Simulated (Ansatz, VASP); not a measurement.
# Two plane-wave programs on Al

Contents of INCAR:

```
SYSTEM = Al
  PREC = Accurate
  ENCUT = 500
  EDIFF = 1E-6
  ISMEAR = 0
  SIGMA = 0.1
  LREAL = .False.
  LASPH = .True.
  NELM = 120
  ALGO = Normal
  ISIF = 2
  LWAVE = .False.
  LCHARG = .False.
  GGA = PE
  NBANDS = 8
  GGA_COMPAT = .False.
```

KPOINTS

```
Automatic mesh
0
Gamma
  18 18 18
  0 0 0
```

File POSCAR:

```
Al
1.0
    0.0000000000      2.0794616831      2.0794616831
    2.0794616831      0.0000000000      2.0794616831
    2.0794616831      2.0794616831      0.0000000000
Al
1
Direct
    0.0000000000      0.0000000000      0.0000000000
```

Input for Ansatz:

```yaml
crystal:
  lattice:
    - [0.0, 2.0794616831, 2.0794616831]
    - [2.0794616831, 0.0, 2.0794616831]
    - [2.0794616831, 2.0794616831, 0.0]
  atoms:
    - { symbol: Al, position: [0.0, 0.0, 0.0] }
basis:
  ecutwfc: 600.0
kpoints:
  mp_grid: { grid: [18, 18, 18] }
hamiltonian:
  xc: pbe
  pseudopotentials: { kind: paw }
scf:
  occupations: { method: gaussian, width: 0.1 }
output:
  forces: true
  stress: true
  eigenvalues: true
```

Alike in both runs: task single point; functional PBE; k mesh 18 × 18 × 18; occupations gaussian, width 0.1 eV; no spin polarisation.

|  | VASP | Ansatz |
| --- | --- | --- |
| version | VASP 6.6.1 | Ansatz 0.2.0 |
| potentials or method | VASP PAW PBE potentials, release 64 (Al), cutoff 500 eV | scalar-relativistic, plane waves, PAW |
| valence electrons in the cell | 3 | 3 |

|  | VASP | Ansatz | Ansatz less VASP |
| --- | --- | --- | --- |
| gap on the k mesh at the Fermi level (eV) | none | none | - |
| pressure (GPa) | -5.5 | -5.5 | +0.02 |

A gap of «none» marks a metal or a gap that the smearing closes.
